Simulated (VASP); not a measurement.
Set up this calculation in VASP 6.6.1, as the native input.

* Task: single point
* Functional: PBEsol
* Potentials or basis: VASP PAW PBE potentials, release 64 (Na_pv, Cl)
* Cutoff: 520 eV
* k mesh: 8 × 8 × 8
* Occupations: gaussian, width 0.05 eV
* Spin: no spin polarisation
* Dipole correction: no
* Further INCAR settings: ALGO = Normal; EDIFF = 1e-07; NBANDS = 14

The structure of NaCl lies in POSCAR:

```
NaCl
1.0
    0.0000000000      2.5839718750      2.8317500000
    3.0795281250      0.0000000000      2.8317500000
    3.0795281250      2.5839718750      0.0000000000
Na Cl
1 1
Direct
    0.0000000000      0.0000000000      0.0000000000
    0.5000000000      0.5000000000      0.5000000000
```

This cell differs from its parent crystal: strain +0.0875 x Voigt [1, -1, 0, 0, 0, 0].

The input as run:

INCAR

```
PREC = Accurate ; ENCUT = 520
EDIFF = 1E-7 ; ISMEAR = 0
SIGMA = 0.05 ; LREAL = False
LASPH = True ; NELM = 60
ALGO = Normal ; ISIF = 2
LWAVE = False ; LCHARG = True
GGA = PS ; LELF = True
LVHAR = True ; NBANDS = 14
```

KPOINTS

```
regular mesh
0
Gamma
  8 8 8
```

Potentials or basis: VASP PAW PBE potentials, release 64 (Na_pv, Cl).

Run with:

```console
$ cat potpaw_PBE.64/Na_pv/POTCAR potpaw_PBE.64/Cl/POTCAR > POTCAR
$ mpirun -np 1 vasp_std > vasp.out
```

It gave:

| Item | Value |
| --- | --- |
| Pressure | 0.9 GPa |
| Band gap on the k mesh | 4.90 eV, direct |

Caveat: the cell differs from its parent crystal (strain +0.0875 x Voigt [1, -1, 0, 0, 0, 0]); the PAW data sets were made with another functional, which shifts forces and pressure a little.

Run time: 52 s on 1 thread of Intel(R) Xeon(R) Platinum 8259CL CPU @ 2.50GHz (Skylake/Cascade Lake), on a shared host, peak memory 0.19 GiB.
